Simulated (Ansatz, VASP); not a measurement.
One calculation of O, two programs

```xyz
2
Lattice="9.0000 0.0000 0.0000 0.0000 9.5000 0.0000 0.0000 0.0000 10.0000" Properties=species:S:1:pos:R:3 pbc="T T T"
O     4.5000    4.7500    4.3951
O     4.5000    4.7500    5.6049
```

Alike in both runs: functional PBEsol; k mesh 1 × 1 × 1; occupations fermi-dirac, width 0.05 eV; collinear spin.

Ansatz relaxed the structure, and its values are those at the end. VASP's run is a single point on that final structure, the one shown.

```csv
,VASP,Ansatz
version,VASP 6.6.1,Ansatz 0.2.0
potentials or method,"VASP PAW PBE potentials, release 64 (O_h), cutoff 1000 eV","plane waves, PAW"
valence electrons in the cell,12,12
```

```tsv
	VASP	Ansatz	Ansatz less VASP
gap on the k mesh at the Fermi level (eV)	2.27	2.25	-0.023
rms of the force components (eV/Å)	0.123	0.000	-0.1231
net moment per atom (μB)	1.00	1.00	0.000
size of the moment on the site where the two differ most (μB)	0.62	0.55	-0.068
```

VASP's potentials were made for PBE, not for PBEsol. Site moments also hang on the region over which each program counts them. One of these differences is far larger than is usual between the two programs; its cause wasn't traced. With one functional, cell and mesh, what is left measures potentials, basis and numerics. Ansatz's warnings: end state compared, stress scf threshold loose.
